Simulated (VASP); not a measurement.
# Mg2ScAuC6N6 (Fm-3m) in VASP: notebook

Runs on Mg2ScAuC6N6. Level: PBE. Tasks: single point.

All numbers are computed with VASP 6.6.1; they aren't measurements. Logs are shortened: lines on timing, memory, paths and dates and some standing lists are left out, and cuts for length are marked.

## 1. The cell of the first run

It takes space group Fm-3m (No. 225, cubic). Conventional cell: a = 10.399 Å, b = 10.399 Å, c = 10.399 Å, α = 90.00°, β = 90.00°, γ = 90.00°. Mg (site symmetry -43m) has 12 C at 3.72 Å and 12 N at 3.72 Å and 4 Sc at 4.50 Å and 4 Au at 4.50 Å within 4.9 Å. Within 2.7 Å of Sc (site symmetry m-3m) lie 6 C at 2.02 Å. Within 1.6 Å of C (site symmetry 4mm) lie 1 N at 1.17 Å. Within 2.7 Å of Au (site symmetry m-3m) lie 6 N at 2.01 Å. Within 1.6 Å of N (site symmetry 4mm) lie 1 C at 1.17 Å.

## 2. Single point, PBE

Input file INCAR:

```
SYSTEM = Mg2ScAuC6N6
PREC     = Accurate       ! precision mode
ENCUT    = 520            ! plane-wave cutoff, eV
EDIFF    = 1E-6           ! SCF threshold, eV
ISMEAR   = 0              ! smearing method
SIGMA    = 0.1            ! smearing width, eV
LREAL    = Auto         
LASPH    = .TRUE.         ! aspherical terms in the spheres
NELM     = 60             ! most SCF steps
ALGO     = Normal         ! electronic algorithm
ISIF     = 2              ! what is computed and relaxed
LWAVE    = .FALSE.        ! write WAVECAR
LCHARG   = .FALSE.        ! write CHGCAR
GGA      = PE             ! functional
NBANDS   = 54             ! bands
```

Input file KPOINTS:

```
Automatic mesh
0
G
  4 4 4
  0 0 0
```

Input file POSCAR:

```
Mg2ScAuC6N6
1.0
    0.0000000000      5.1995000000      5.1995000000
    5.1995000000      0.0000000000      5.1995000000
    5.1995000000      5.1995000000      0.0000000000
Mg Sc C Au N
2 1 6 1 6
Direct
    0.2500000000      0.2500000000      0.2500000000
    0.7500000000      0.7500000000      0.7500000000
    0.0000000000      0.0000000000      0.0000000000
    0.8055582300      0.1944417700      0.1944417700
    0.1944417700      0.8055582300      0.1944417700
    0.1944417700      0.1944417700      0.8055582300
    0.1944417700      0.8055582300      0.8055582300
    0.8055582300      0.1944417700      0.8055582300
    0.8055582300      0.8055582300      0.1944417700
    0.5000000000      0.5000000000      0.5000000000
    0.6930474100      0.3069525900      0.3069525900
    0.3069525900      0.6930474100      0.3069525900
    0.3069525900      0.3069525900      0.6930474100
    0.3069525900      0.6930474100      0.6930474100
    0.6930474100      0.3069525900      0.6930474100
    0.6930474100      0.6930474100      0.3069525900
```

Potentials or basis: VASP PAW PBE potentials, release 64 (Mg, Sc_sv, C, Au, N).

Command:

```bash
$ cat potpaw_PBE.64/Mg/POTCAR potpaw_PBE.64/Sc_sv/POTCAR potpaw_PBE.64/C/POTCAR potpaw_PBE.64/Au/POTCAR potpaw_PBE.64/N/POTCAR > POTCAR
$ mpirun -np 1 vasp_std > vasp.out
```

OUTCAR:

```text
SYSTEM = Mg2ScAuC6N6
   PREC = Accurate
   ENCUT = 520
   EDIFF = 1E-6
   ISMEAR = 0
   LREAL = Auto
   LASPH = .TRUE.
   NELM = 60
   ISIF = 2
   GGA = PE

 ion  position               nearest neighbor table
   1  0.250  0.250  0.250-
   2  0.750  0.750  0.750-
   3  0.000  0.000  0.000-   4 2.02   5 2.02   6 2.02   7 2.02   8 2.02   9 2.02
   4  0.806  0.194  0.194-  11 1.17   3 2.02
   5  0.194  0.806  0.194-  12 1.17   3 2.02
   6  0.194  0.194  0.806-  13 1.17   3 2.02
   7  0.194  0.806  0.806-  14 1.17   3 2.02
   8  0.806  0.194  0.806-  15 1.17   3 2.02
   9  0.806  0.806  0.194-  16 1.17   3 2.02
  10  0.500  0.500  0.500-  11 2.01  12 2.01  13 2.01  14 2.01  15 2.01  16 2.01
  11  0.693  0.307  0.307-   4 1.17  10 2.01
  12  0.307  0.693  0.307-   5 1.17  10 2.01
  13  0.307  0.307  0.693-   6 1.17  10 2.01
  14  0.307  0.693  0.693-   7 1.17  10 2.01
  15  0.693  0.307  0.693-   8 1.17  10 2.01
  16  0.693  0.693  0.307-   9 1.17  10 2.01

  LATTYP: Found a face centered cubic cell.
 ALAT       =    10.3990000000

  Lattice vectors:

 A1 = (   0.0000000000,   5.1995000000,   5.1995000000)
 A2 = (   5.1995000000,   0.0000000000,   5.1995000000)
 A3 = (   5.1995000000,   5.1995000000,   0.0000000000)

Analysis of symmetry for initial positions (statically):
=====================================================================
 Subroutine PRICEL returns:
 Original cell was already a primitive cell.

 Routine SETGRP: Setting up the symmetry group for a
 face centered cubic supercell.

 Subroutine GETGRP returns: Found 48 space group operations
 (whereof 48 operations were pure point group operations)
 out of a pool of 48 trial point group operations.

The static configuration has the point symmetry O_h .

Analysis of symmetry for dynamics (positions and initial velocities):
=====================================================================
 Subroutine PRICEL returns:
 Original cell was already a primitive cell.

 Routine SETGRP: Setting up the symmetry group for a
 face centered cubic supercell.

 Subroutine GETGRP returns: Found 48 space group operations
 (whereof 48 operations were pure point group operations)
 out of a pool of 48 trial point group operations.

The dynamic configuration has the point symmetry O_h .

 Subroutine INISYM returns: Found 48 space group operations
 (whereof 48 operations are pure point group operations),
 and found     1 'primitive' translations

----------------------------------------------------------------------------------------

                                     Primitive cell

  volume of cell :     281.1349

  direct lattice vectors                    reciprocal lattice vectors
     0.000000000  5.199500000  5.199500000    -0.096163093  0.096163093  0.096163093
     5.199500000  0.000000000  5.199500000     0.096163093 -0.096163093  0.096163093
     5.199500000  5.199500000  0.000000000     0.096163093  0.096163093 -0.096163093

  length of vectors
     7.353203418  7.353203418  7.353203418     0.166559362  0.166559362  0.166559362

  position of ions in fractional coordinates (direct lattice)
     0.250000000  0.250000000  0.250000000
     0.750000000  0.750000000  0.750000000
     0.000000000  0.000000000  0.000000000
     0.805558230  0.194441770  0.194441770
     0.194441770  0.805558230  0.194441770
     0.194441770  0.194441770  0.805558230
[... 8 lines left out ...]
     0.693047410  0.306952590  0.693047410
     0.693047410  0.693047410  0.306952590

  ion indices of the primitive-cell ions
   primitive index   ion index
                 1           1
                 2           2
                 3           3
                 4           4
                 5           5
                 6           6
[... 8 lines left out ...]
                15          15
                16          16

----------------------------------------------------------------------------------------

 KPOINTS: Automatic mesh

Automatic generation of k-mesh.
 Grid dimensions read from file:
 generate k-points for:    4    4    4

 Generating k-lattice:

  Cartesian coordinates                     Fractional coordinates (reciprocal lattice)
    -0.024040773  0.024040773  0.024040773     0.250000000  0.000000000  0.000000000
     0.024040773 -0.024040773  0.024040773     0.000000000  0.250000000  0.000000000
     0.024040773  0.024040773 -0.024040773     0.000000000  0.000000000  0.250000000

  Length of vectors
     0.041639841  0.041639841  0.041639841

  Shift w.r.t. Gamma in fractional coordinates (k-lattice)
     0.000000000  0.000000000  0.000000000

 Subroutine IBZKPT returns following result:
 ===========================================

 Found      8 irreducible k-points:

 Following reciprocal coordinates:
            Coordinates               Weight
  0.000000  0.000000  0.000000      1.000000
  0.250000  0.000000  0.000000      8.000000
  0.500000  0.000000  0.000000      4.000000
  0.250000  0.250000  0.000000      6.000000
  0.500000  0.250000  0.000000     24.000000
 -0.250000  0.250000  0.000000     12.000000
  0.500000  0.500000  0.000000      3.000000
 -0.250000  0.500000  0.250000      6.000000
   k-points           NKPTS =      8   k-points in BZ     NKDIM =      8   number of bands    NBANDS=     54
   number of dos      NEDOS =    301   number of ions     NIONS =     16
   total plane-waves  NPLWV = 175616
   dimension x,y,z NGX =    56 NGY =   56 NGZ =   56
   dimension x,y,z NGXF=   112 NGYF=  112 NGZF=  112
   ions per type =               2   1   6   1   6
   NGX,Y,Z   is equivalent  to a cutoff of  12.66, 12.66, 12.66 a.u.
   NGXF,Y,Z  is equivalent  to a cutoff of  25.32, 25.32, 25.32 a.u.
 SYSTEM =  Mg2ScAuC6N6
   PREC   = accura    normal or accurate (medium, high low for compatibility)
   ISTART =      0    job   : 0-new  1-cont  2-samecut
   ICHARG =      2    charge: 1-file 2-atom 10-const
   ISPIN  =      1    spin polarized calculation?
   LNONCOLLINEAR =      F non collinear calculations
   LSORBIT =      F    spin-orbit coupling
   LASPH  =      T    aspherical Exc in radial PAW
   ENCUT  =  520.0 eV  38.22 Ry    6.18 a.u.  13.67 13.67 13.67*2*pi/ulx,y,z
   NELM   =     60;   NELMIN=  2; NELMDL= -5     # of ELM steps
   EDIFF  = 0.1E-05   stopping-criterion for ELM
   LREAL  =      T    real-space projection
   EDIFFG = 0.1E-04   stopping-criterion for IOM
   NSW    =      0    number of steps for IOM
   IBRION =     -1    ionic relax: 0-MD 1-quasi-New 2-CG
   NFREE  =      0    steps in history (QN), initial steepest desc. (CG)
   ISIF   =      2    stress and relaxation
   ISYM   =      2    0-nonsym 1-usesym 2-fastsym
   POTIM  = 0.5000    time-step for ionic-motion
   TEBEG  =    0.0;   TEEND  =   0.0 temperature during run
   PSTRESS=    0.0 pullay stress
   NELECT =      80.0000    total number of electrons
   NUPDOWN=      -1.0000    fix difference up-down
   EMIN   =  10.00;   EMAX   =-10.00  energy-range for DOS
   EFERMI =   0.00;   METHOD = LEGACY
   ISMEAR =     0;   SIGMA  =   0.10  broadening in eV -4-tet -1-fermi 0-gaus
   EFERMI_NEDOS =   21; number of points for ismear=-14 and -15
   IALGO  =     38    algorithm
   IMIX   =      4    mixing-type and parameters
     AMIX     =   0.40;   BMIX     =  1.00
     AMIX_MAG =   1.60;   BMIX_MAG =  1.00
  volume/ion in A,a.u.               =      17.57       118.57
  Fermi-wavevector in a.u.,A,eV,Ry     =   1.076796  2.034849 15.775800  1.159489
  Thomas-Fermi vector in A             =   2.212690
   LORBIT       =      0    0 simple, 1 ext, 2 COOP (PROOUT), +10 PAW based schemes
   GGA     = PE    functional components
   LHFCALC =     F    Hartree Fock is set to
   AEXX    =    0.0000 exact exchange contribution
   IVDW    =     0    specifies the selected vdW correction
   LEPSILON=     F    determine dielectric tensor
   LRPA    =     F    only Hartree local field effects (RPA)
 non-spin polarized calculation
 Gauss-broadening in eV      SIGMA  =   0.10
  energy-cutoff  :      520.00
  volume of cell :      281.13
 maximum number of plane-waves:      7631
 NGX is ok and might be reduce to    56
   NGX = 27   NGY = 27   NGZ = 27

 number of electron      79.9999996 magnetization

 Free energy of the ion-electron system (eV)
  ---------------------------------------------------
  ext. energy  EPLUGINS =         0.00000000
  ---------------------------------------------------
  free energy    TOTEN  =      -101.33215489 eV

  energy without entropy =     -101.18958482  energy(sigma->0) =     -101.26086985

 E-fermi :   1.9085     XC(G=0):  -8.2459

 val. band max:        1.8956889175   @ k =   0.5000   0.2500   0.0000
 cond. band min:       1.9096121450   @ k =   0.5000   0.2500   0.0000
 fundamental gap:      0.0139232275
 Fermi energy:         1.9085477652

 k-point     1 :       0.0000    0.0000    0.0000
  band No.  band energies     occupation
      1     -46.4878      2.00000
      2     -25.4325      2.00000
      3     -25.4325      2.00000
      4     -25.4325      2.00000
      5     -17.6405      2.00000
      6     -17.2783      2.00000
[... 44 lines left out ...]
     51       5.5992      0.00000
     52       5.5992      0.00000

 k-point     2 :       0.2500    0.0000    0.0000
  band No.  band energies     occupation
      1     -46.4878      2.00000
      2     -25.4325      2.00000
      3     -25.4325      2.00000
      4     -25.4325      2.00000
      5     -17.6136      2.00000
      6     -17.2993      2.00000
[... 44 lines left out ...]
     51       5.5119      0.00000
     52       5.6361      0.00000

 k-point     3 :       0.5000    0.0000    0.0000
  band No.  band energies     occupation
      1     -46.4878      2.00000
      2     -25.4325      2.00000
      3     -25.4325      2.00000
      4     -25.4325      2.00000
      5     -17.5804      2.00000
      6     -17.3370      2.00000
[... 44 lines left out ...]
     51       5.4900      0.00000
     52       5.5298      0.00000

 k-point     4 :       0.2500    0.2500    0.0000
  band No.  band energies     occupation
      1     -46.4878      2.00000
      2     -25.4325      2.00000
      3     -25.4325      2.00000
      4     -25.4325      2.00000
      5     -17.6090      2.00000
      6     -17.3087      2.00000
[... 44 lines left out ...]
     51       5.3221      0.00000
     52       5.6485      0.00000

 k-point     5 :       0.5000    0.2500    0.0000
  band No.  band energies     occupation
      1     -46.4878      2.00000
      2     -25.4325      2.00000
      3     -25.4325      2.00000
      4     -25.4325      2.00000
      5     -17.5815      2.00000
      6     -17.3381      2.00000
[... 44 lines left out ...]
     51       5.4574      0.00000
     52       5.4643      0.00000

 k-point     6 :      -0.2500    0.2500    0.0000
  band No.  band energies     occupation
      1     -46.4878      2.00000
      2     -25.4325      2.00000
      3     -25.4325      2.00000
      4     -25.4325      2.00000
      5     -17.5871      2.00000
      6     -17.3312      2.00000
[... 44 lines left out ...]
     51       5.4069      0.00000
     52       5.5137      0.00000

 k-point     7 :       0.5000    0.5000    0.0000
  band No.  band energies     occupation
      1     -46.4878      2.00000
      2     -25.4325      2.00000
      3     -25.4325      2.00000
      4     -25.4325      2.00000
      5     -17.5824      2.00000
      6     -17.3382      2.00000
[... 44 lines left out ...]
     51       5.3269      0.00000
     52       5.6031      0.00000

 k-point     8 :      -0.2500    0.5000    0.2500
  band No.  band energies     occupation
      1     -46.4878      2.00000
      2     -25.4325      2.00000
      3     -25.4325      2.00000
      4     -25.4325      2.00000
      5     -17.5755      2.00000
      6     -17.3451      2.00000
[... 44 lines left out ...]
     51       5.3034      0.00000
     52       5.3034      0.00000
 [bands above 52 left out]

------------------------ aborting loop because EDIFF is reached ----------------------------------------

  FORCE on cell =-STRESS in cart. coord.  units (eV):
  Direction    XX          YY          ZZ          XY          YZ          ZX
  --------------------------------------------------------------------------------------
  -------------------------------------------------------------------------------------
  Total       35.0295755     35.0295755     35.0295755     -0.0000000     -0.0000000      0.0000000
  in kB      199.6322552    199.6322552    199.6322552     -0.0000000     -0.0000000      0.0000000
  external PRESSURE =     199.6322552 kB  Pullay stress =       0.0000000 kB

 VOLUME and BASIS-vectors are now :
 -----------------------------------------------------------------------------
  energy-cutoff  :      520.00
  volume of cell :      281.13
      direct lattice vectors                 reciprocal lattice vectors
     0.000000000  5.199500000  5.199500000    -0.096163093  0.096163093  0.096163093
     5.199500000  0.000000000  5.199500000     0.096163093 -0.096163093  0.096163093
     5.199500000  5.199500000  0.000000000     0.096163093  0.096163093 -0.096163093

 POSITION                                       TOTAL-FORCE (eV/Angst)
 -----------------------------------------------------------------------------------
      2.59975      2.59975      2.59975         0.000000     -0.000000      0.000000
      7.79925      7.79925      7.79925        -0.000000     -0.000000     -0.000000
      0.00000      0.00000      0.00000         0.000000     -0.000000     -0.000000
      2.02200      5.19950      5.19950         3.575888     -0.000000      0.000000
      5.19950      2.02200      5.19950         0.000000      3.575888      0.000000
      5.19950      5.19950      2.02200         0.000000     -0.000000      3.575888
[... 8 lines left out ...]
      5.19950      7.20700      5.19950         0.000000      2.418347      0.000000
      5.19950      5.19950      7.20700         0.000000     -0.000000      2.418347
 -----------------------------------------------------------------------------------
    total drift:                                0.000000      0.000000      0.000000

  FREE ENERGIE OF THE ION-ELECTRON SYSTEM (eV)
  ---------------------------------------------------
  free  energy   TOTEN  =      -101.3321548918 eV

  energy  without entropy=     -101.1895848173  energy(sigma->0) =     -101.26086985
```

Run time: 6 min. Hardware: 1 thread of Intel Xeon Platinum 8259CL at 2.50GHz (Skylake/Cascade Lake), shared host; peak memory 0.47 GiB.

Results:

* Free energy: -101.3322 eV
* Pressure: 20.0 GPa
* Largest force: 3.576 eV/Å
* Band gap on the k mesh: zero (bands 40 and 41 overlap by 0.10 eV)

Forces in eV/Å, atoms in the order of the input:
```
Mg   0.000  0.000  0.000
Mg   0.000  0.000  0.000
Sc   0.000  0.000  0.000
C    3.576  0.000  0.000
C    0.000  3.576  0.000
C    0.000  0.000  3.576
C   -3.576  0.000  0.000
C    0.000 -3.576  0.000
C    0.000  0.000 -3.576
Au   0.000  0.000  0.000
N   -2.418  0.000  0.000
N    0.000 -2.418  0.000
N    0.000  0.000 -2.418
N    2.418  0.000  0.000
N    0.000  2.418  0.000
N    0.000  0.000  2.418
```

Levels at points of the mesh, in eV from the Fermi level:
```tsv
k point	band 38	band 39	band 40	band 41	band 42	band 43
(0.00, 0.00, 0.00)	-0.90	-0.26	-0.09	-0.09	0.31	0.31
(0.50, 0.00, 0.00)	-0.25	-0.19	0.01	0.06	0.06	0.12
(0.50, 0.50, 0.00)	-0.15	-0.08	-0.06	0.05	0.39	0.50
```

Caveat: the cell stands under pressure; spin-orbit coupling is left out, which moves the levels of the heavy elements; forces of over 1 eV/Å act on the atoms, so gaps and moduli don't describe the material at rest.

(Part 1 of 2 ends here.)
